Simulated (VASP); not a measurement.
The system is Si.

```
Si
1.0
     0.00000    2.71356    2.71356
     2.71356    0.00000    2.71356
     2.71356    2.71356    0.00000
Si
2
Direct
  0.75000 0.75000 0.75000
  0.50000 0.50000 0.50000
```

```yaml
Program: VASP 6.6.1
Task: relaxation of cell and atoms
Functional: PBE
Potentials_or_basis: VASP PAW PBE potentials, release 64 (Si)
Cutoff: 500 eV
k_mesh: 7 × 7 × 7
Occupations: gaussian, width 0.02 eV
Spin: no spin polarisation
```

At the start: pressure 2.2 GPa; volume 19.98 Å³/atom.

Problem. How do energy, volume and symmetry change on relaxing?

Solution. Over 3 steps the energy falls by 3.1 meV/atom and the volume is 20.45 Å³/atom (+2.3 %); space group Fd-3m (No. 227, to 0.05 Å).

The path:
```tsv
step	energy change (eV)	largest force (eV/Å)	pressure (GPa)	volume (Å³)
1	0.0000	0.0000	2.16	39.96
2	-0.0033	0.0000	-1.35	41.54
3	-0.0061	0.0000	0.00	40.89
```

Final structure:
```
Si
1.0
     0.00000    2.73443    2.73443
     2.73443    0.00000    2.73443
     2.73443    2.73443    0.00000
Si
2
Direct
  0.75000 0.75000 0.75000
  0.50000 0.50000 0.50000
```
